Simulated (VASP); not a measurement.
A run of VASP 6.6.1 is set up as follows.

INCAR

```
PREC = Accurate
ENCUT = 520
EDIFF = 1E-6
ISMEAR = 0
SIGMA = 0.05
LREAL = F
LASPH = T
NELM = 80
ALGO = Normal
ISIF = 2
LWAVE = F
LCHARG = F
GGA = PE
NBANDS = 55
```

Contents of KPOINTS:

```
regular mesh
0
Gamma
  6 6 6
```

POSCAR

```
Ga2O3
1.0
    2.5287245560      1.4599598031      4.5410352138
   -2.5287245560      1.4599598031      4.5410352138
    0.0000000000     -2.9199196063      4.5410352138
Ga O
4 6
Direct
    0.3428444137      0.3561817734      0.3685800746
    0.1485859327      0.1296250034      0.1541828022
    0.6571555863      0.6438182266      0.6314199254
    0.8514140673      0.8703749966      0.8458171978
    0.5450144638      0.9429428660      0.2482514023
    0.2506583033      0.5694873307      0.9350464333
    0.9624907011      0.2510902944      0.5450182051
    0.4549855362      0.0570571340      0.7517485977
    0.7493416967      0.4305126693      0.0649535667
    0.0375092989      0.7489097056      0.4549817949
```

Potentials or basis: VASP PAW PBE potentials, release 64 (Ga_d, O).

The run is started by

```bash
$ cat potpaw_PBE.64/Ga_d/POTCAR potpaw_PBE.64/O/POTCAR > POTCAR
$ mpirun -np 1 vasp_std > vasp.out
```

**Question.** Estimate the band gap on the k mesh.

**Answer.** 2.23 eV (least direct gap 2.29 eV).

**Question.** What does it give for the largest force?

**Answer.** 1.317 eV/Å.

**Question.** Predict the pressure.

**Answer.** 2.0 GPa.

Stress tensor (GPa, compression positive):
```
 1.82  0.69 -1.82
 0.69  1.80  0.26
-1.82  0.26  2.24
```

Caveat: the cell differs from its parent crystal (atoms displaced along a vibrational mode); forces of over 1 eV/Å act on the atoms, so gaps and moduli don't describe the material at rest. A k mesh can miss the band edges.
